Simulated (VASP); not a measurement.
Write the native input for VASP 6.6.1 that does the following.

- Task: single point
- Functional: LDA
- Potentials or basis: VASP PAW LDA potentials, release 64 (Ti_sv, Al)
- Cutoff: 520 eV
- k mesh: 9 × 9 × 5
- Occupations: gaussian, width 0.1 eV
- Spin: no spin polarisation
- Dipole correction: no
- Further INCAR settings: ALGO = Normal; EDIFF = 1e-07; NBANDS = 14

The structure of TiAl lies in POSCAR:

```
TiAl
1.0
    2.7886669830      0.0000000000      0.0000000000
   -1.3943334915      2.4150567113      0.0000000000
    0.0000000000      0.0000000000      4.5498512539
Ti Al
1 1
Direct
    0.0000000000      0.0000000000      0.0000000000
    0.3333333333      0.6666666667      0.5000000000
```

These files were run (other wordings do the same):

INCAR

```
ALGO = Normal ; EDIFF = 1E-7
ENCUT = 520 ; ISIF = 2
ISMEAR = 0 ; LASPH = True
LCHARG = True ; LELF = True
LREAL = False ; LVHAR = True
LWAVE = False ; NBANDS = 14
NELM = 80 ; PREC = Accurate
SIGMA = 0.1
```

KPOINTS

```
k-points
0
Gamma
  9 9 5
```

Potentials or basis: VASP PAW LDA potentials, release 64 (Ti_sv, Al).

The run is started by

```sh
$ cat potpaw_LDA.64/Ti_sv/POTCAR potpaw_LDA.64/Al/POTCAR > POTCAR
$ mpirun -np 1 vasp_std > vasp.out
```

It gave:

| Item | Value |
| --- | --- |
| Pressure | 3.0 GPa |

Wall time 5.8 s on 1 thread of Intel(R) Xeon(R) 6975P-C (Granite Rapids), with other jobs on the host, peak memory 0.14 GiB.
